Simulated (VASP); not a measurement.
# Ba3SiS (Pm-3m) in VASP: a series of runs

Ba3SiS is run at these levels: PBE; tasks: single point, relaxation of cell and atoms.

All numbers are computed with VASP 6.6.1; they aren't measurements. Logs are shortened: lines on timing, memory, paths and dates and some standing lists are left out, and cuts for length are marked.

## Step 1: The cell of the first run

Symmetry: Pm-3m, No. 221, cubic system. The conventional cell has a = 5.504 Å, b = 5.504 Å, c = 5.504 Å, α = 90.00°, β = 90.00°, γ = 90.00°. Ba (site symmetry 4/mmm) has 2 S at 2.75 Å within 3.6 Å. Within 5.1 Å of Si (site symmetry m-3m) lie 12 Ba at 3.89 Å and 8 S at 4.77 Å. S (site symmetry m-3m) has 6 Ba at 2.75 Å within 3.6 Å.

## Step 2: Single point, PBE

INCAR reads:

```
ALGO = Normal ; EDIFF = 1E-6
ENCUT = 520 ; GGA = PE
ISIF = 2 ; ISMEAR = 0
LASPH = T ; LCHARG = T
LELF = T ; LREAL = F
LVHAR = T ; LWAVE = F
NBANDS = 28 ; NELM = 80
PREC = Accurate ; SIGMA = 0.1
```

KPOINTS reads:

```
k-points
0
Gamma
  4 4 4
```

POSCAR reads:

```
Ba3SiS
1.0
    5.5043729000      0.0000000000      0.0000000000
    0.0000000000      5.5043729000      0.0000000000
    0.0000000000      0.0000000000      5.5043729000
Ba Si S
3 1 1
Direct
    0.5000000000      0.5000000000      0.0000000000
    0.5000000000      0.0000000000      0.5000000000
    0.0000000000      0.5000000000      0.5000000000
    0.0000000000      0.0000000000      0.0000000000
    0.5000000000      0.5000000000      0.5000000000
```

Potentials or basis: VASP PAW PBE potentials, release 64 (Ba_sv, Si, S).

On the command line:

```
> cat potpaw_PBE.64/Ba_sv/POTCAR potpaw_PBE.64/Si/POTCAR potpaw_PBE.64/S/POTCAR > POTCAR
> mpirun -np 1 vasp_std > vasp.out
```

OUTCAR:

```text
EDIFF = 1E-6
   ENCUT = 520
   GGA = PE
   ISIF = 2
   ISMEAR = 0
   LASPH = T
   LREAL = F
   NELM = 80
   PREC = Accurate

 ion  position               nearest neighbor table
   1  0.500  0.500  0.000-   5 2.75   5 2.75   4 3.89   2 3.89   2 3.89   3 3.89   3 3.89   2 3.89
                             4 3.89   2 3.89   3 3.89   4 3.89   3 3.89   4 3.89
   2  0.500  0.000  0.500-   5 2.75   5 2.75   4 3.89   1 3.89   1 3.89   4 3.89   1 3.89   3 3.89
                             3 3.89   1 3.89   3 3.89   4 3.89   4 3.89   3 3.89
   3  0.000  0.500  0.500-   5 2.75   5 2.75   4 3.89   1 3.89   1 3.89   4 3.89   2 3.89   4 3.89
                             4 3.89   1 3.89   2 3.89   2 3.89   1 3.89   2 3.89
   4  0.000  0.000  0.000-   1 3.89   2 3.89   3 3.89   2 3.89   3 3.89   1 3.89   3 3.89   3 3.89
                             1 3.89   2 3.89   2 3.89   1 3.89
   5  0.500  0.500  0.500-   1 2.75   2 2.75   3 2.75   1 2.75   2 2.75   3 2.75

  LATTYP: Found a simple cubic cell.
 ALAT       =     5.5043729000

  Lattice vectors:

 A1 = (   5.5043729000,   0.0000000000,   0.0000000000)
 A2 = (   0.0000000000,   5.5043729000,   0.0000000000)
 A3 = (   0.0000000000,   0.0000000000,   5.5043729000)

Analysis of symmetry for initial positions (statically):
=====================================================================
 Subroutine PRICEL returns:
 Original cell was already a primitive cell.

 Routine SETGRP: Setting up the symmetry group for a
 simple cubic supercell.

 Subroutine GETGRP returns: Found 48 space group operations
[... 9 lines left out ...]

 Routine SETGRP: Setting up the symmetry group for a
 simple cubic supercell.

 Subroutine GETGRP returns: Found 48 space group operations
[... 11 lines left out ...]
                                     Primitive cell

  volume of cell :     166.7722

  direct lattice vectors                    reciprocal lattice vectors
     5.504372900  0.000000000  0.000000000     0.181673738  0.000000000  0.000000000
     0.000000000  5.504372900  0.000000000     0.000000000  0.181673738  0.000000000
     0.000000000  0.000000000  5.504372900     0.000000000  0.000000000  0.181673738

  length of vectors
     5.504372900  5.504372900  5.504372900     0.181673738  0.181673738  0.181673738

  position of ions in fractional coordinates (direct lattice)
     0.500000000  0.500000000  0.000000000
     0.500000000  0.000000000  0.500000000
     0.000000000  0.500000000  0.500000000
     0.000000000  0.000000000  0.000000000
     0.500000000  0.500000000  0.500000000

  ion indices of the primitive-cell ions
   primitive index   ion index
                 1           1
                 2           2
                 3           3
                 4           4
                 5           5

----------------------------------------------------------------------------------------

 KPOINTS: k-points

Automatic generation of k-mesh.
 Grid dimensions read from file:
 generate k-points for:    4    4    4

 Generating k-lattice:

  Cartesian coordinates                     Fractional coordinates (reciprocal lattice)
     0.045418434  0.000000000  0.000000000     0.250000000  0.000000000  0.000000000
     0.000000000  0.045418434  0.000000000     0.000000000  0.250000000  0.000000000
     0.000000000  0.000000000  0.045418434     0.000000000  0.000000000  0.250000000

  Length of vectors
     0.045418434  0.045418434  0.045418434

  Shift w.r.t. Gamma in fractional coordinates (k-lattice)
     0.000000000  0.000000000  0.000000000

 Subroutine IBZKPT returns following result:
 ===========================================

 Found     10 irreducible k-points:

 Following reciprocal coordinates:
            Coordinates               Weight
  0.000000  0.000000  0.000000      1.000000
  0.250000  0.000000  0.000000      6.000000
  0.500000  0.000000  0.000000      3.000000
  0.250000  0.250000  0.000000     12.000000
  0.500000  0.250000  0.000000     12.000000
  0.500000  0.500000  0.000000      3.000000
  0.250000  0.250000  0.250000      8.000000
  0.500000  0.250000  0.250000     12.000000
  0.500000  0.500000  0.250000      6.000000
  0.500000  0.500000  0.500000      1.000000
   k-points           NKPTS =     10   k-points in BZ     NKDIM =     10   number of bands    NBANDS=     28
   number of dos      NEDOS =    301   number of ions     NIONS =      5
   total plane-waves  NPLWV =  74088
   dimension x,y,z NGX =    42 NGY =   42 NGZ =   42
   dimension x,y,z NGXF=    84 NGYF=   84 NGZF=   84
   ions per type =               3   1   1
   NGX,Y,Z   is equivalent  to a cutoff of  12.69, 12.69, 12.69 a.u.
   NGXF,Y,Z  is equivalent  to a cutoff of  25.37, 25.37, 25.37 a.u.
 SYSTEM =  unknown system
   PREC   = accura    normal or accurate (medium, high low for compatibility)
   ISTART =      0    job   : 0-new  1-cont  2-samecut
   ICHARG =      2    charge: 1-file 2-atom 10-const
   ISPIN  =      1    spin polarized calculation?
   LNONCOLLINEAR =      F non collinear calculations
   LSORBIT =      F    spin-orbit coupling
   LASPH  =      T    aspherical Exc in radial PAW
   ENCUT  =  520.0 eV  38.22 Ry    6.18 a.u.  10.23 10.23 10.23*2*pi/ulx,y,z
   NELM   =     80;   NELMIN=  2; NELMDL= -5     # of ELM steps
   EDIFF  = 0.1E-05   stopping-criterion for ELM
   LREAL  =      F    real-space projection
   EDIFFG = 0.1E-04   stopping-criterion for IOM
   NSW    =      0    number of steps for IOM
   IBRION =     -1    ionic relax: 0-MD 1-quasi-New 2-CG
   NFREE  =      0    steps in history (QN), initial steepest desc. (CG)
   ISIF   =      2    stress and relaxation
   ISYM   =      2    0-nonsym 1-usesym 2-fastsym
   POTIM  = 0.5000    time-step for ionic-motion
   TEBEG  =    0.0;   TEEND  =   0.0 temperature during run
   PSTRESS=    0.0 pullay stress
   NELECT =      40.0000    total number of electrons
   NUPDOWN=      -1.0000    fix difference up-down
   EMIN   =  10.00;   EMAX   =-10.00  energy-range for DOS
   EFERMI =   0.00;   METHOD = LEGACY
   ISMEAR =     0;   SIGMA  =   0.10  broadening in eV -4-tet -1-fermi 0-gaus
   EFERMI_NEDOS =   21; number of points for ismear=-14 and -15
   IALGO  =     38    algorithm
   IMIX   =      4    mixing-type and parameters
     AMIX     =   0.40;   BMIX     =  1.00
     AMIX_MAG =   1.60;   BMIX_MAG =  1.00
  volume/ion in A,a.u.               =      33.35       225.09
  Fermi-wavevector in a.u.,A,eV,Ry     =   1.017155  1.922144 14.076636  1.034604
  Thomas-Fermi vector in A             =   2.150539
   LORBIT       =      0    0 simple, 1 ext, 2 COOP (PROOUT), +10 PAW based schemes
   GGA     = PE    functional components
   LHFCALC =     F    Hartree Fock is set to
   AEXX    =    0.0000 exact exchange contribution
   IVDW    =     0    specifies the selected vdW correction
   LEPSILON=     F    determine dielectric tensor
   LRPA    =     F    only Hartree local field effects (RPA)
 non-spin polarized calculation
 Gauss-broadening in eV      SIGMA  =   0.10
  energy-cutoff  :      520.00
  volume of cell :      166.77
 maximum number of plane-waves:      4524
 NGX is ok and might be reduce to    42
   NGX = 21   NGY = 21   NGZ = 21

 number of electron      40.0000004 magnetization

 Free energy of the ion-electron system (eV)
  ---------------------------------------------------
  ext. energy  EPLUGINS =         0.00000000
  ---------------------------------------------------
  free energy    TOTEN  =       -17.34155951 eV

  energy without entropy =      -17.33039640  energy(sigma->0) =      -17.33597796

 E-fermi :   3.3507     XC(G=0):  -8.8762

 val. band max:        3.3262834949   @ k =   0.2500   0.0000   0.0000
 cond. band min:       3.4461022547   @ k =   0.5000   0.5000   0.5000
 fundamental gap:      0.1198187598
 Fermi energy:         3.3506882732

 k-point     1 :       0.0000    0.0000    0.0000
  band No.  band energies     occupation
      1     -24.6919      2.00000
      2     -24.4211      2.00000
      3     -24.4211      2.00000
      4     -10.7708      2.00000
      5     -10.7708      2.00000
      6     -10.7708      2.00000
[... 20 lines left out ...]
     27       7.0422      0.00000
     28       7.0631      0.00000

 k-point     2 :       0.2500    0.0000    0.0000
  band No.  band energies     occupation
      1     -24.6576      2.00000
      2     -24.4541      2.00000
      3     -24.4207      2.00000
      4     -11.4865      2.00000
      5     -10.7026      2.00000
      6     -10.7026      2.00000
[... 20 lines left out ...]
     27       6.4628      0.00000
     28       7.3230      0.00000

 k-point     3 :       0.5000    0.0000    0.0000
  band No.  band energies     occupation
      1     -24.6038      2.00000
      2     -24.5065      2.00000
      3     -24.4203      2.00000
      4     -11.8338      2.00000
      5     -10.6206      2.00000
      6     -10.6206      2.00000
[... 20 lines left out ...]
     27       5.9589      0.00000
     28       7.0515      0.00000

 k-point     4 :       0.2500    0.2500    0.0000
  band No.  band energies     occupation
      1     -24.6265      2.00000
      2     -24.4636      2.00000
      3     -24.4396      2.00000
      4     -11.9934      2.00000
      5     -10.6307      2.00000
      6     -10.3175      2.00000
[... 20 lines left out ...]
     27       7.0788      0.00000
     28       7.5453      0.00000

 k-point     5 :       0.5000    0.2500    0.0000
  band No.  band energies     occupation
      1     -24.5755      2.00000
      2     -24.5059      2.00000
      3     -24.4456      2.00000
      4     -12.2938      2.00000
      5     -10.5421      2.00000
      6     -10.1423      2.00000
[... 20 lines left out ...]
     27       6.9057      0.00000
     28       7.1110      0.00000

 k-point     6 :       0.5000    0.5000    0.0000
  band No.  band energies     occupation
      1     -24.5128      2.00000
      2     -24.5053      2.00000
      3     -24.5053      2.00000
      4     -12.5863      2.00000
      5     -10.4408      2.00000
      6     -10.2607      2.00000
[... 20 lines left out ...]
     27       7.0242      0.00000
     28       7.1089      0.00000

 k-point     7 :       0.2500    0.2500    0.2500
  band No.  band energies     occupation
      1     -24.5999      2.00000
      2     -24.4631      2.00000
      3     -24.4631      2.00000
      4     -12.3884      2.00000
      5     -10.2637      2.00000
      6     -10.2637      2.00000
[... 20 lines left out ...]
     27       7.0240      0.00000
     28       7.0240      0.00000

 k-point     8 :       0.5000    0.2500    0.2500
  band No.  band energies     occupation
      1     -24.5546      2.00000
      2     -24.5053      2.00000
      3     -24.4626      2.00000
      4     -12.6586      2.00000
      5     -10.1581      2.00000
      6     -10.1396      2.00000
[... 20 lines left out ...]
     27       6.9913      0.00000
     28       7.2146      0.00000

 k-point     9 :       0.5000    0.5000    0.2500
  band No.  band energies     occupation
      1     -24.5085      2.00000
      2     -24.5048      2.00000
      3     -24.5048      2.00000
      4     -12.9200      2.00000
      5     -10.2529      2.00000
      6     -10.1159      2.00000
[... 20 lines left out ...]
     27       6.3831      0.00000
     28       7.3560      0.00000

 k-point    10 :       0.5000    0.5000    0.5000
  band No.  band energies     occupation
      1     -24.5042      2.00000
      2     -24.5042      2.00000
      3     -24.5042      2.00000
      4     -13.1700      2.00000
      5     -10.2450      2.00000
      6     -10.2450      2.00000
[... 20 lines left out ...]
     27       5.8495      0.00000
     28       7.8760      0.00000

------------------------ aborting loop because EDIFF is reached ----------------------------------------

  FORCE on cell =-STRESS in cart. coord.  units (eV):
  Direction    XX          YY          ZZ          XY          YZ          ZX
  --------------------------------------------------------------------------------------
  -------------------------------------------------------------------------------------
  Total       11.5724636     11.5724636     11.5724636     -0.0000000      0.0000000      0.0000000
  in kB      111.1764655    111.1764655    111.1764655     -0.0000000      0.0000000      0.0000000
  external PRESSURE =     111.1764655 kB  Pullay stress =       0.0000000 kB

 VOLUME and BASIS-vectors are now :
 -----------------------------------------------------------------------------
  energy-cutoff  :      520.00
  volume of cell :      166.77
      direct lattice vectors                 reciprocal lattice vectors
     5.504372900  0.000000000  0.000000000     0.181673738  0.000000000  0.000000000
     0.000000000  5.504372900  0.000000000     0.000000000  0.181673738  0.000000000
     0.000000000  0.000000000  5.504372900     0.000000000  0.000000000  0.181673738

 POSITION                                       TOTAL-FORCE (eV/Angst)
 -----------------------------------------------------------------------------------
      2.75219      2.75219      0.00000         0.000000      0.000000      0.000000
      2.75219      0.00000      2.75219         0.000000      0.000000      0.000000
      0.00000      2.75219      2.75219         0.000000      0.000000      0.000000
      0.00000      0.00000      0.00000         0.000000      0.000000      0.000000
      2.75219      2.75219      2.75219         0.000000      0.000000      0.000000
 -----------------------------------------------------------------------------------
    total drift:                                0.000000     -0.000000      0.000000

  FREE ENERGIE OF THE ION-ELECTRON SYSTEM (eV)
  ---------------------------------------------------
  free  energy   TOTEN  =       -17.3415595137 eV

  energy  without entropy=      -17.3303963970  energy(sigma->0) =      -17.33597796
```

It took 42 s on 1 thread of AMD EPYC 9R45 (Zen 5), shared host; peak memory 0.23 GiB.

What came out:

```
Free energy            : -17.3416 eV
Pressure               : 11.1 GPa
Band gap on the k mesh : zero (band 20 reaches 3.45 eV, above the bottom of band 21 at 3.33 eV)
```

Caveat: spin-orbit coupling is left out, which moves the levels of the heavy elements.

(Continued in part 2 of 2.)
